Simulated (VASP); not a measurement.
Set up this calculation in VASP 6.6.1, as the native input.

- Task: single point
- Functional: LDA
- Potentials or basis: VASP PAW LDA potentials, release 64 (S, Mg)
- Cutoff: 520 eV
- k mesh: 9 × 9 × 9
- Occupations: fermi-dirac, width 0.05 eV
- Spin: no spin polarisation
- Dipole correction: no
- Further INCAR settings: ALGO = Normal; EDIFF = 1e-07; NBANDS = 11

The structure of MgS (Niningerite) lies in POSCAR:

```
MgS
1.0
    0.0000000000      2.5664882573      2.5664882573
    2.5664882573      0.0000000000      2.5664882573
    2.5664882573      2.5664882573      0.0000000000
S Mg
1 1
Direct
    0.5000000000      0.5000000000      0.5000000000
    0.0000000000      0.0000000000      0.0000000000
```

This cell differs from its parent crystal: volume scaled by 0.96.

One way to write it, as run:

INCAR

```
ALGO = Normal
EDIFF = 1E-7
ENCUT = 520
GGA = CA
ISIF = 2
ISMEAR = -1
LASPH = T
LCHARG = F
LREAL = F
LWAVE = F
NBANDS = 11
NELM = 80
PREC = Accurate
SIGMA = 0.05
```

KPOINTS

```
k-points
0
Gamma
  9 9 9
```

Potentials or basis: VASP PAW LDA potentials, release 64 (S, Mg).

Command:

```bash
$ cat potpaw_LDA.64/S/POTCAR potpaw_LDA.64/Mg/POTCAR > POTCAR
$ mpirun -np 1 vasp_std > vasp.out
```

It gave:

```json
{
 "Pressure": "-0.8 GPa",
 "Band gap on the k mesh": "2.78 eV, indirect (least direct gap 3.82 eV)"
}
```

Wall time 11 s on 1 thread of Intel Xeon 6975P-C, on a shared host, peak memory 0.15 GiB.
